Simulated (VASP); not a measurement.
# Pd (Im-3m) in VASP: further runs

Runs on Pd. Level: r2SCAN. Tasks: single point.

Program: VASP 6.6.1. These are calculated values, not measurements. Logs are shortened: lines on timing, memory, paths and dates and some standing lists are left out, and cuts for length are marked.

**1. The cell of the first run**

The structure is cubic, space group Im-3m (No. 229). Conventional cell: a = 3.080 Å, b = 3.080 Å, c = 3.080 Å, α = 90.00°, β = 90.00°, γ = 90.00°. Within 3.5 Å of Pd (site symmetry m-3m) lie 14 Pd at 2.67 to 3.08 Å.

**2. Single point, r2SCAN**

Input file POSCAR:

```
Pd
1.0
   -1.5401846266      1.5401846266      1.5401846266
    1.5401846266     -1.5401846266      1.5401846266
    1.5401846266      1.5401846266     -1.5401846266
Pd
1
Direct
    0.0000000000      0.0000000000      0.0000000000
```

Input file INCAR.step1:

```
ALGO     = Normal         # electronic algorithm
EDIFF    = 1E-4           # SCF threshold, eV
ENCUT    = 520            # plane-wave cutoff, eV
GGA      = PE             # functional
ISMEAR   = -1             # smearing method
LASPH    = True           # aspherical terms in the spheres
LCHARG   = False          # write CHGCAR
LREAL    = False          # projectors in reciprocal space
LWAVE    = True           # write WAVECAR
NBANDS   = 11             # bands
NELM     = 80             # most SCF steps
PREC     = Accurate       # precision mode
SIGMA    = 0.05           # smearing width, eV
```

Input file INCAR.step2:

```
ALGO     = Normal         # electronic algorithm
EDIFF    = 1E-6           # SCF threshold, eV
ENCUT    = 520            # plane-wave cutoff, eV
ISIF     = 2              # what is computed and relaxed
ISMEAR   = -1             # smearing method
ISTART   = 1            
LASPH    = True           # aspherical terms in the spheres
LCHARG   = False          # write CHGCAR
LMIXTAU  = True         
LREAL    = False          # projectors in reciprocal space
LWAVE    = False          # write WAVECAR
METAGGA  = R2SCAN         # meta-GGA
NBANDS   = 11             # bands
NELM     = 80             # most SCF steps
PREC     = Accurate       # precision mode
SIGMA    = 0.05           # smearing width, eV
```

Input file KPOINTS:

```
k-points
0
Gamma
  12 12 12
```

Potentials or basis: VASP PAW PBE potentials, release 64 (Pd).

Run with:

```console
> cat potpaw_PBE.64/Pd/POTCAR > POTCAR
> cp INCAR.step1 INCAR
> mpirun -np 1 vasp_std > vasp.out
> cp INCAR.step2 INCAR
> mpirun -np 1 vasp_std > vasp.out
```

OUTCAR:

```text
EDIFF = 1E-6
   ENCUT = 520
   ISIF = 2
   ISMEAR = -1
   ISTART = 1
   LASPH = True
   LREAL = False
   METAGGA = R2SCAN
   NELM = 80
   PREC = Accurate

 ion  position               nearest neighbor table
   1  0.000  0.000  0.000-

  LATTYP: Found a body centered cubic cell.
 ALAT       =     3.0803692532

  Lattice vectors:

 A1 = (  -1.5401846266,   1.5401846266,   1.5401846266)
 A2 = (   1.5401846266,  -1.5401846266,   1.5401846266)
 A3 = (   1.5401846266,   1.5401846266,  -1.5401846266)

Analysis of symmetry for initial positions (statically):
=====================================================================
 Subroutine PRICEL returns:
 Original cell was already a primitive cell.

 Routine SETGRP: Setting up the symmetry group for a
 body centered cubic supercell.

 Subroutine GETGRP returns: Found 48 space group operations
[... 9 lines left out ...]

 Routine SETGRP: Setting up the symmetry group for a
 body centered cubic supercell.

 Subroutine GETGRP returns: Found 48 space group operations
[... 11 lines left out ...]
                                     Primitive cell

  volume of cell :      14.6143

  direct lattice vectors                    reciprocal lattice vectors
    -1.540184627  1.540184627  1.540184627     0.000000000  0.324636405  0.324636405
     1.540184627 -1.540184627  1.540184627     0.324636405  0.000000000  0.324636405
     1.540184627  1.540184627 -1.540184627     0.324636405  0.324636405  0.000000000

  length of vectors
     2.667678026  2.667678026  2.667678026     0.459105207  0.459105207  0.459105207

  position of ions in fractional coordinates (direct lattice)
     0.000000000  0.000000000  0.000000000

  ion indices of the primitive-cell ions
   primitive index   ion index
                 1           1

----------------------------------------------------------------------------------------

 KPOINTS: k-points

Automatic generation of k-mesh.
 Grid dimensions read from file:
 generate k-points for:   12   12   12

 Generating k-lattice:

  Cartesian coordinates                     Fractional coordinates (reciprocal lattice)
     0.000000000  0.027053034  0.027053034     0.083333333  0.000000000  0.000000000
     0.027053034  0.000000000  0.027053034     0.000000000  0.083333333  0.000000000
     0.027053034  0.027053034  0.000000000     0.000000000  0.000000000  0.083333333

  Length of vectors
     0.038258767  0.038258767  0.038258767

  Shift w.r.t. Gamma in fractional coordinates (k-lattice)
     0.000000000  0.000000000  0.000000000

 Subroutine IBZKPT returns following result:
 ===========================================

 Found     72 irreducible k-points:

 Following reciprocal coordinates:
            Coordinates               Weight
  0.000000  0.000000  0.000000      1.000000
  0.083333  0.000000  0.000000     12.000000
  0.166667  0.000000  0.000000     12.000000
  0.250000  0.000000  0.000000     12.000000
  0.333333  0.000000  0.000000     12.000000
  0.416667  0.000000  0.000000     12.000000
[... 16 lines left out ...]
  0.333333  0.083333  0.083333     24.000000
  0.416667  0.083333  0.083333     12.000000
 [... further k-points ...]
   k-points           NKPTS =     72   k-points in BZ     NKDIM =     72   number of bands    NBANDS=     11
   number of dos      NEDOS =    301   number of ions     NIONS =      1
   total plane-waves  NPLWV =   8000
   dimension x,y,z NGX =    20 NGY =   20 NGZ =   20
   dimension x,y,z NGXF=    40 NGYF=   40 NGZF=   40
   ions per type =               1
   NGX,Y,Z   is equivalent  to a cutoff of  12.46, 12.46, 12.46 a.u.
   NGXF,Y,Z  is equivalent  to a cutoff of  24.93, 24.93, 24.93 a.u.
 SYSTEM =  unknown system
   PREC   = accura    normal or accurate (medium, high low for compatibility)
   ISTART =      1    job   : 0-new  1-cont  2-samecut
   ICHARG =      0    charge: 1-file 2-atom 10-const
   ISPIN  =      1    spin polarized calculation?
   LNONCOLLINEAR =      F non collinear calculations
   LSORBIT =      F    spin-orbit coupling
   LASPH  =      T    aspherical Exc in radial PAW
   ENCUT  =  520.0 eV  38.22 Ry    6.18 a.u.   4.96  4.96  4.96*2*pi/ulx,y,z
   NELM   =     80;   NELMIN=  2; NELMDL=  0     # of ELM steps
   EDIFF  = 0.1E-05   stopping-criterion for ELM
   LREAL  =      F    real-space projection
   EDIFFG = 0.1E-04   stopping-criterion for IOM
   NSW    =      0    number of steps for IOM
   IBRION =     -1    ionic relax: 0-MD 1-quasi-New 2-CG
   NFREE  =      0    steps in history (QN), initial steepest desc. (CG)
   ISIF   =      2    stress and relaxation
   ISYM   =      2    0-nonsym 1-usesym 2-fastsym
   POTIM  = 0.5000    time-step for ionic-motion
   TEBEG  =    0.0;   TEEND  =   0.0 temperature during run
   PSTRESS=    0.0 pullay stress
   NELECT =      10.0000    total number of electrons
   NUPDOWN=      -1.0000    fix difference up-down
   EMIN   =  10.00;   EMAX   =-10.00  energy-range for DOS
   EFERMI =   0.00;   METHOD = LEGACY
   ISMEAR =    -1;   SIGMA  =   0.05  broadening in eV -4-tet -1-fermi 0-gaus
   EFERMI_NEDOS =   21; number of points for ismear=-14 and -15
   IALGO  =     38    algorithm
   IMIX   =      4    mixing-type and parameters
     AMIX     =   0.40;   BMIX     =  1.00
     AMIX_MAG =   1.60;   BMIX_MAG =  1.00
  volume/ion in A,a.u.               =      14.61        98.62
  Fermi-wavevector in a.u.,A,eV,Ry     =   1.442609  2.726136 28.315377  2.081121
  Thomas-Fermi vector in A             =   2.561110
   LORBIT       =      0    0 simple, 1 ext, 2 COOP (PROOUT), +10 PAW based schemes
   METAGGA = R2SCAN    functional components
   LHFCALC =     F    Hartree Fock is set to
   AEXX    =    0.0000 exact exchange contribution
   IVDW    =     0    specifies the selected vdW correction
   LEPSILON=     F    determine dielectric tensor
   LRPA    =     F    only Hartree local field effects (RPA)
 non-spin polarized calculation
  energy-cutoff  :      520.00
  volume of cell :       14.61
 maximum number of plane-waves:       420
   NGX =  9   NGY =  9   NGZ =  9

 number of electron       9.9999998 magnetization

 Free energy of the ion-electron system (eV)
  ---------------------------------------------------
  ext. energy  EPLUGINS =         0.00000000
  ---------------------------------------------------
  free energy    TOTEN  =       -22.90394360 eV

  energy without entropy =      -22.89496199  energy(sigma->0) =      -22.89945280

 E-fermi :   9.7611     XC(G=0): -14.1873

 val. band max:        9.7503815992   @ k =  -0.4167   0.4167   0.4167
 cond. band min:       9.8480101026   @ k =  -0.4167   0.4167   0.2500
 fundamental gap:      0.0976285033
 Fermi energy:         9.7610587193

 k-point     1 :       0.0000    0.0000    0.0000
  band No.  band energies     occupation
      1       2.5195      2.00000
      2       6.6711      2.00000
      3       6.6711      2.00000
      4       6.6711      2.00000
      5       8.7061      2.00000
      6       8.7061      2.00000
      7      30.1576      0.00000
      8      30.1576      0.00000
      9      30.1576      0.00000
     10      32.3213      0.00000
     11      39.0787      0.00000

 k-point     2 :       0.0833    0.0000    0.0000
  band No.  band energies     occupation
      1       2.7960      2.00000
      2       6.5770      2.00000
      3       6.6753      2.00000
      4       6.8709      2.00000
      5       8.5995      2.00000
      6       8.7132      2.00000
      7      29.9797      0.00000
      8      30.1863      0.00000
      9      30.4930      0.00000
     10      32.3149      0.00000
     11      37.0602      0.00000

 k-point     3 :       0.1667    0.0000    0.0000
  band No.  band energies     occupation
      1       3.5393      2.00000
      2       6.3282      2.00000
      3       6.6972      2.00000
      4       7.4434      2.00000
      5       8.4143      2.00000
      6       8.7394      2.00000
      7      28.8200      0.00000
      8      29.8008      0.00000
      9      31.4204      0.00000
     10      32.2974      0.00000
     11      35.8503      0.00000

 k-point     4 :       0.2500    0.0000    0.0000
  band No.  band energies     occupation
      1       4.3267      2.00000
      2       6.0056      2.00000
      3       7.0351      2.00000
      4       8.3011      2.00000
      5       8.3766      2.00000
      6       8.7910      2.00000
      7      26.1263      0.00000
      8      28.5361      0.00000
      9      32.2919      0.00000
     10      32.7140      0.00000
     11      33.7943      0.00000

 k-point     5 :       0.3333    0.0000    0.0000
  band No.  band energies     occupation
      1       4.4962      2.00000
      2       5.7006      2.00000
      3       8.2548      2.00000
      4       8.5961      2.00000
      5       8.8621      2.00000
      6       9.2746      1.99988
      7      22.7922      0.00000
      8      27.1097      0.00000
      9      31.1857      0.00000
     10      32.2963      0.00000
     11      34.0307      0.00000
[... 211 lines left out ...]
 k-point    21 :       0.1667    0.0833    0.0833
  band No.  band energies     occupation
      1       4.8214      2.00000
      2       5.9423      2.00000
      3       6.2590      2.00000
      4       8.5187      2.00000
      5       8.7408      2.00000
      6       9.3313      1.99963
      7      26.2860      0.00000
      8      27.4848      0.00000
      9      29.5112      0.00000
     10      32.3985      0.00000
     11      32.6404      0.00000

 k-point    22 :       0.2500    0.0833    0.0833
  band No.  band energies     occupation
      1       4.9521      2.00000
      2       5.6649      2.00000
      3       7.1024      2.00000
      4       8.5859      2.00000
      5       8.8610      2.00000
      6      10.8335      0.00000
      7      22.9529      0.00000
      8      26.2540      0.00000
      9      27.8086      0.00000
     10      32.3660      0.00000
     11      34.0418      0.00000

 k-point    23 :       0.3333    0.0833    0.0833
  band No.  band energies     occupation
      1       4.7431      2.00000
      2       5.4833      2.00000
      3       8.1983      2.00000
      4       8.6925      2.00000
      5       8.9393      2.00000
      6      12.5469      0.00000
      7      19.8264      0.00000
      8      25.3895      0.00000
      9      26.6456      0.00000
     10      32.3536      0.00000
     11      35.1917      0.00000

 k-point    24 :       0.4167    0.0833    0.0833
  band No.  band energies     occupation
      1       4.6461      2.00000
      2       5.4204      2.00000
      3       8.6737      2.00000
      4       8.7361      2.00000
      5       8.9670      2.00000
      6      13.6602      0.00000
      7      18.1935      0.00000
      8      25.0818      0.00000
      9      26.1988      0.00000
     10      32.3501      0.00000
     11      35.6229      0.00000

 [... further k-points ...]
[... 5 lines left out ...]
  --------------------------------------------------------------------------------------
  -------------------------------------------------------------------------------------
  Total        0.5628572      0.5628572      0.5628572      0.0000000     -0.0000000      0.0000000
  in kB       61.7064380     61.7064380     61.7064380      0.0000000     -0.0000000      0.0000000
  external PRESSURE =      61.7064380 kB  Pullay stress =       0.0000000 kB

 VOLUME and BASIS-vectors are now :
 -----------------------------------------------------------------------------
  energy-cutoff  :      520.00
  volume of cell :       14.61
      direct lattice vectors                 reciprocal lattice vectors
    -1.540184627  1.540184627  1.540184627     0.000000000  0.324636405  0.324636405
     1.540184627 -1.540184627  1.540184627     0.324636405  0.000000000  0.324636405
     1.540184627  1.540184627 -1.540184627     0.324636405  0.324636405  0.000000000

 POSITION                                       TOTAL-FORCE (eV/Angst)
 -----------------------------------------------------------------------------------
      0.00000      0.00000      0.00000        -0.000000      0.000000     -0.000000
 -----------------------------------------------------------------------------------
    total drift:                                0.000000     -0.000000      0.000000

  FREE ENERGIE OF THE ION-ELECTRON SYSTEM (eV)
  ---------------------------------------------------
  free  energy   TOTEN  =       -22.9039436046 eV

  energy  without entropy=      -22.8949619891  energy(sigma->0) =      -22.89945280
```

It took 18 s on 1 thread of Intel Xeon 6975P-C (Granite Rapids), shared host; peak memory 0.13 GiB.

What came out:

```yaml
Free_energy: -22.9039 eV
Pressure: 6.2 GPa
Band_gap_on_the_k_mesh: zero (band 5 reaches 10.42 eV, above the bottom of band 6 at 8.59 eV)
```

Caveat: the PAW data sets were made with another functional, which shifts forces and pressure a little.

(Part 1 of 2 ends here.)
